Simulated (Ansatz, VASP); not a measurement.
**ScAl in VASP and in Ansatz**

Contents of INCAR:

```
SYSTEM = ScAl
PREC = Accurate ; ENCUT = 520
EDIFF = 1E-7 ; ISMEAR = 0
SIGMA = 0.1 ; LREAL = .FALSE.
LASPH = .TRUE. ; NELM = 100
ALGO = Fast ; ISIF = 2
LWAVE = .FALSE. ; LCHARG = .FALSE.
GGA = PS ; NBANDS = 14
```

Contents of KPOINTS:

```
regular mesh
0
G
  8 8 8
  0 0 0
```

The input POSCAR:

```
ScAl
1.0
    3.3703489700      0.0000000000      0.0000000000
    0.0000000000      3.3703489700      0.0000000000
    0.0000000000      0.0000000000      3.3703489700
Sc Al
1 1
Direct
    0.5000000000      0.5000000000      0.5000000000
    0.0000000000      0.0000000000      0.0000000000
```

Input for Ansatz:

```yaml
crystal:
  lattice:
    - [3.37034897, 0.0, 0.0]
    - [0.0, 3.37034897, 0.0]
    - [0.0, 0.0, 3.37034897]
  atoms:
    - { symbol: Sc, position: [0.5, 0.5, 0.5] }
    - { symbol: Al, position: [0.0, 0.0, 0.0] }
basis:
  ecutwfc: 420
kpoints:
  mp_grid: { grid: [8, 8, 8] }
hamiltonian:
  xc: pbesol
scf:
  occupations: { method: gaussian, width: 0.1 }
output:
  forces: true
  stress: true
  eigenvalues: true
```

Alike in both runs: task single point; functional PBEsol; k mesh 8 × 8 × 8; occupations gaussian, width 0.1 eV; no spin polarisation.

```csv
,VASP,Ansatz
version,VASP 6.6.1,Ansatz 0.2.0
potentials or method,"VASP PAW PBE potentials, release 64 (Sc_sv, Al), cutoff 520 eV","scalar-relativistic, plane waves, PAW"
valence electrons in the cell,14,14
```

```csv
,VASP,Ansatz,Ansatz less VASP
gap on the k mesh at the Fermi level (eV),none,none,-
pressure (GPa),-1.7,-1.8,-0.14
```

VASP's potentials were made for PBE, not for PBEsol. A gap of «none» marks a metal or a gap that the smearing closes.
